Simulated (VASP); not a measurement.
A run of VASP 6.6.1 is set up as follows.

File INCAR:

```
PREC     = Accurate       # precision mode
ENCUT    = 400            # plane-wave cutoff, eV
EDIFF    = 1E-6           # SCF threshold, eV
ISMEAR   = 1              # smearing method
SIGMA    = 0.01           # smearing width, eV
LREAL    = F              # projectors in reciprocal space
LASPH    = T              # aspherical terms in the spheres
NELM     = 120            # most SCF steps
ALGO     = Normal         # electronic algorithm
ISIF     = 2              # what is computed and relaxed
LWAVE    = F              # write WAVECAR
LCHARG   = F              # write CHGCAR
GGA      = RP             # functional
NBANDS   = 27             # bands
GGA_COMPAT= F
```

Contents of KPOINTS:

```
Automatic mesh
0
Gamma
  1 1 1
```

Contents of POSCAR:

```
Te
1.0
    8.9080000000      0.0000000000      0.0000000000
   -2.2270000000      3.8572771485      0.0000000000
    0.0000000000      0.0000000000      5.9240000000
Te
6
Direct
    0.1365236397      0.0103199740      0.3524593180
    0.5042728370      0.2601892375      0.6575690412
    0.3604025845      0.7209803426     -0.0001466914
    0.6374247988      0.0237333218      0.3327290682
    0.9892521450      0.2392420779      0.6544760297
    0.8721240406      0.7455352284      0.0029134031
```

Potentials or basis: VASP PAW PBE potentials, release 64 (Te).

Command:

```bash
$ cat potpaw_PBE.64/Te/POTCAR > POTCAR
$ mpirun -np 1 vasp_gam > vasp.out
```

Question: Predict the pressure.

Answer: 10.0 GPa.

Question: Predict the largest force.

Answer: 1.259 eV/Å.

Stress tensor (GPa, compression positive):
```
 12.69 -10.33  -1.30
-10.33  23.20   1.81
 -1.30   1.81  -5.96
```

Caveat: the k points lie up to 1.41 Å⁻¹ apart; the PAW data sets were made with another functional, which shifts forces and pressure a little.
